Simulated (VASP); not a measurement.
# Li27H26 (a cell with a defect) in VASP: notebook, part 2 of 2

VASP 6.6.1. Earlier steps stand in the parts before.

### 3 Single point, PBE

The input, INCAR:

```
SYSTEM = Li27H26
ALGO     = Normal         ! electronic algorithm
EDIFF    = 1E-6           ! SCF threshold, eV
ENCUT    = 520            ! plane-wave cutoff, eV
GGA      = PE             ! functional
ISIF     = 2              ! what is computed and relaxed
ISMEAR   = -1             ! smearing method
LASPH    = .True.         ! aspherical terms in the spheres
LCHARG   = .False.        ! write CHGCAR
LREAL    = Auto         
LWAVE    = .False.        ! write WAVECAR
NBANDS   = 86             ! bands
NELECT   = 106.0        
NELM     = 60             ! most SCF steps
PREC     = Accurate       ! precision mode
SIGMA    = 0.01           ! smearing width, eV
```

The input, KPOINTS:

```
k-points
0
Gamma
  3 3 3
  0 0 0
```

The input, POSCAR:

```
Li27H26
1.0
    0.0000000000      6.0258581757      6.0258581757
    6.0258581757      0.0000000000      6.0258581757
    6.0258581757      6.0258581757      0.0000000000
Li H
27 26
Direct
    0.0000886853      0.0000886853      0.0000886853
   -0.0155096974     -0.0155096974      0.3488430308
    0.0000886853      0.0000886853      0.6664006108
   -0.0155096974      0.3488430308     -0.0155096974
   -0.0155096974      0.3488430308      0.3488430308
    0.0000593081      0.3332740252      0.6666666667
    0.0000886853      0.6664006108      0.0000886853
    0.0000593081      0.6666666667      0.3332740252
    0.0000593081      0.6666666667      0.6666666667
    0.3488430308     -0.0155096974     -0.0155096974
    0.3488430308     -0.0155096974      0.3488430308
    0.3332740252      0.0000593081      0.6666666667
    0.3488430308      0.3488430308     -0.0155096974
    0.3332446481      0.3332446481      0.3332446481
    0.3332446481      0.3332446481      0.6669327225
    0.3332740252      0.6666666667      0.0000593081
    0.3332446481      0.6669327225      0.3332446481
    0.3332740252      0.6666666667      0.6666666667
    0.6664006108      0.0000886853      0.0000886853
    0.6666666667      0.0000593081      0.3332740252
    0.6666666667      0.0000593081      0.6666666667
    0.6666666667      0.3332740252      0.0000593081
    0.6669327225      0.3332446481      0.3332446481
    0.6666666667      0.3332740252      0.6666666667
    0.6666666667      0.6666666667      0.0000593081
    0.6666666667      0.6666666667      0.3332740252
    0.6666666667      0.6666666667      0.6666666667
    0.1666666667      0.1666666667      0.4936052111
    0.1666666667      0.1666666667      0.8397281222
    0.1666666667      0.4936052111      0.1666666667
    0.1660717846      0.5001982940      0.5001982940
    0.1666666667      0.4936052111      0.8397281222
    0.1666666667      0.8397281222      0.1666666667
    0.1666666667      0.8397281222      0.4936052111
    0.1672615488      0.8331350393      0.8331350393
    0.4936052111      0.1666666667      0.1666666667
    0.5001982940      0.1660717846      0.5001982940
    0.4936052111      0.1666666667      0.8397281222
    0.5001982940      0.5001982940      0.1660717846
    0.5001982940      0.5001982940      0.5001982940
    0.5016220338      0.5016220338      0.8317112995
    0.4936052111      0.8397281222      0.1666666667
    0.5016220338      0.8317112995      0.5016220338
    0.5016220338      0.8317112995      0.8317112995
    0.8397281222      0.1666666667      0.1666666667
    0.8397281222      0.1666666667      0.4936052111
    0.8331350393      0.1672615488      0.8331350393
    0.8397281222      0.4936052111      0.1666666667
    0.8317112995      0.5016220338      0.5016220338
    0.8317112995      0.5016220338      0.8317112995
    0.8331350393      0.8331350393      0.1672615488
    0.8317112995      0.8317112995      0.5016220338
    0.8331350393      0.8331350393      0.8331350393
```

Potentials or basis: VASP PAW PBE potentials, release 64 (Li_sv, H).

Command:

```console
> cat potpaw_PBE.64/Li_sv/POTCAR potpaw_PBE.64/H/POTCAR > POTCAR
> mpirun -np 1 vasp_std > vasp.out
```

Wall time 8.4 min (1 thread of Intel Xeon 6975P-C, shared host); peak memory 0.56 GiB.

Results (log left out):

```yaml
Free_energy: -162.8791 eV
Largest_force: 0.020 eV/Å
```

Forces in eV/Å, atoms in the order of the input:
```
Li   0.012  0.012  0.012
Li   0.000  0.000  0.010
Li  -0.012 -0.012  0.012
Li   0.000  0.010  0.000
Li  -0.010  0.000  0.000
Li   0.001 -0.001  0.000
Li  -0.012  0.012 -0.012
Li   0.001  0.000 -0.001
Li   0.000 -0.001 -0.001
Li   0.010  0.000  0.000
Li   0.000 -0.010  0.000
Li  -0.001  0.001  0.000
Li   0.000  0.000 -0.010
Li  -0.012 -0.012 -0.012
Li   0.012  0.012 -0.012
Li  -0.001  0.000  0.001
Li   0.012 -0.012  0.012
Li   0.000  0.001  0.001
Li   0.012 -0.012 -0.012
Li   0.000  0.001 -0.001
Li  -0.001  0.000 -0.001
Li   0.000 -0.001  0.001
Li  -0.012  0.012  0.012
Li   0.001  0.000  0.001
Li  -0.001 -0.001  0.000
Li   0.001  0.001  0.000
Li   0.000  0.000  0.000
H    0.000  0.000  0.000
H    0.000  0.000  0.000
H    0.000  0.000  0.000
H    0.007 -0.007 -0.007
H    0.000  0.000  0.000
H    0.000  0.000  0.000
H    0.000  0.000  0.000
H   -0.007  0.007  0.007
H    0.000  0.000  0.000
H   -0.007  0.007 -0.007
H    0.000  0.000  0.000
H   -0.007 -0.007  0.007
H    0.007  0.007  0.007
H    0.000  0.000  0.001
H    0.000  0.000  0.000
H    0.000  0.001  0.000
H   -0.001  0.000  0.000
H    0.000  0.000  0.000
H    0.000  0.000  0.000
H    0.007 -0.007  0.007
H    0.000  0.000  0.000
H    0.001  0.000  0.000
H    0.000 -0.001  0.000
H    0.007  0.007 -0.007
H    0.000  0.000 -0.001
H   -0.007 -0.007 -0.007
```

Levels at points of the mesh, in eV from the Fermi level:
```tsv
k point	band 49	band 50	band 51	band 52	band 53	band 54	band 55	band 56	band 57	band 58
(0.00, 0.00, 0.00)	-1.37	-1.37	-1.31	-1.31	-1.31	2.43	4.56	4.56	4.56	4.83
```

Caveat: the cell carries a net charge on a neutralising background, which shifts energy and pressure; the cell is charged against a uniform background, so pressure and absolute levels hang on convention.
